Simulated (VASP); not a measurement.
A run of VASP 6.6.1 is set up as follows.

INCAR

```
SYSTEM = InSe
  PREC = Accurate
  ENCUT = 520
  EDIFF = 1E-7
  ISMEAR = 0
  SIGMA = 0.05
  LREAL = Auto
  LASPH = .TRUE.
  NELM = 60
  ALGO = Normal
  ISIF = 2
  LWAVE = .FALSE.
  LCHARG = .TRUE.
  GGA = PE
  LELF = .TRUE.
  LVHAR = .TRUE.
  NBANDS = 174
```

Contents of KPOINTS:

```
Automatic mesh
0
G
  3 3 1
  0 0 0
```

The input POSCAR:

```
InSe
1.0
    8.1000000000      0.0000000000      0.0000000000
   -4.0500000000      7.0148060000      0.0000000000
    0.0000000000      0.0000000000     16.9300000000
In Se
16 16
Direct
    0.1666670000      0.3333330000      0.1570000000
    0.1666670000      0.8333330000      0.1570000000
    0.6666670000      0.3333330000      0.1570000000
    0.6666670000      0.8333330000      0.1570000000
    0.3333330000      0.1666670000      0.6570000000
    0.3333330000      0.6666670000      0.6570000000
    0.8333330000      0.1666670000      0.6570000000
    0.8333330000      0.6666670000      0.6570000000
    0.1666670000      0.3333330000      0.3430000000
    0.1666670000      0.8333330000      0.3430000000
    0.6666670000      0.3333330000      0.3430000000
    0.6666670000      0.8333330000      0.3430000000
    0.3333330000      0.1666670000      0.8430000000
    0.3333330000      0.6666670000      0.8430000000
    0.8333330000      0.1666670000      0.8430000000
    0.8333330000      0.6666670000      0.8430000000
    0.1666670000      0.3333330000      0.6020000000
    0.1666670000      0.8333330000      0.6020000000
    0.6666670000      0.3333330000      0.6020000000
    0.6666670000      0.8333330000      0.6020000000
    0.3333330000      0.1666670000      0.1020000000
    0.3333330000      0.6666670000      0.1020000000
    0.8333330000      0.1666670000      0.1020000000
    0.8333330000      0.6666670000      0.1020000000
    0.1666670000      0.3333330000      0.8980000000
    0.1666670000      0.8333330000      0.8980000000
    0.6666670000      0.3333330000      0.8980000000
    0.6666670000      0.8333330000      0.8980000000
    0.3333330000      0.1666670000      0.3980000000
    0.3333330000      0.6666670000      0.3980000000
    0.8333330000      0.1666670000      0.3980000000
    0.8333330000      0.6666670000      0.3980000000
```

Potentials or basis: VASP PAW PBE potentials, release 64 (In_d, Se).

The run is started by

```sh
$ cat potpaw_PBE.64/In_d/POTCAR potpaw_PBE.64/Se/POTCAR > POTCAR
$ mpirun -np 1 vasp_std > vasp.out
```

**Question.** Predict the largest force.

**Answer.** 2.840 eV/Å.

**Question.** Estimate the band gap on the k mesh.

**Answer.** Zero (filled and empty bands overlap).

Forces on the atoms (eV/Å):
```
In   0.000  0.000  2.840
In   0.000  0.000  2.840
In   0.000  0.000  2.840
In   0.000  0.000  2.840
In   0.000  0.000  2.840
In   0.000  0.000  2.840
In   0.000  0.000  2.840
In   0.000  0.000  2.840
In   0.000  0.000 -2.840
In   0.000  0.000 -2.840
In   0.000  0.000 -2.840
In   0.000  0.000 -2.840
In   0.000  0.000 -2.840
In   0.000  0.000 -2.840
In   0.000  0.000 -2.840
In   0.000  0.000 -2.840
Se   0.000  0.000 -1.995
Se   0.000  0.000 -1.995
Se   0.000  0.000 -1.995
Se   0.000  0.000 -1.995
Se   0.000  0.000 -1.995
Se   0.000  0.000 -1.995
Se   0.000  0.000 -1.995
Se   0.000  0.000 -1.995
Se   0.000  0.000  1.995
Se   0.000  0.000  1.995
Se   0.000  0.000  1.995
Se   0.000  0.000  1.995
Se   0.000  0.000  1.995
Se   0.000  0.000  1.995
Se   0.000  0.000  1.995
Se   0.000  0.000  1.995
```

Caveat: the k points lie up to 0.37 Å⁻¹ apart; spin-orbit coupling is left out, which moves the levels of the heavy elements; forces of over 1 eV/Å act on the atoms, so gaps and moduli don't describe the material at rest.
